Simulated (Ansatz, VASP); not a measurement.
## Ir: VASP beside Ansatz

```
Ir
1.0
     2.58190    0.00000    0.00000
     0.00000    2.58190    0.00000
     0.00000    0.00000    2.58190
Ir
1
Direct
  0.00000 0.00000 0.00000
```

Alike in both runs: task single point; functional BLYP; k mesh 13 × 13 × 13; occupations fermi-dirac, width 0.1 eV; no spin polarisation.

|  | VASP | Ansatz |
| --- | --- | --- |
| version | VASP 6.6.1 | Ansatz 0.2.0 |
| potentials or method | VASP PAW PBE potentials, release 64 (Ir_sv_GW), cutoff 560 eV | plane waves (420 eV) with PAW, scalar-relativistic |
| valence electrons in the cell | 17 | 17 |

Ansatz gave:

| Item | Value |
| --- | --- |
| pressure (GPa) | 9.4 |

Estimate VASP's values.

pressure (GPa): 9.0.

VASP's potentials were made for PBE, not for BLYP. The functional is the same, so the differences come from potentials, cutoffs and numerics.

Spin-orbit coupling is off throughout.
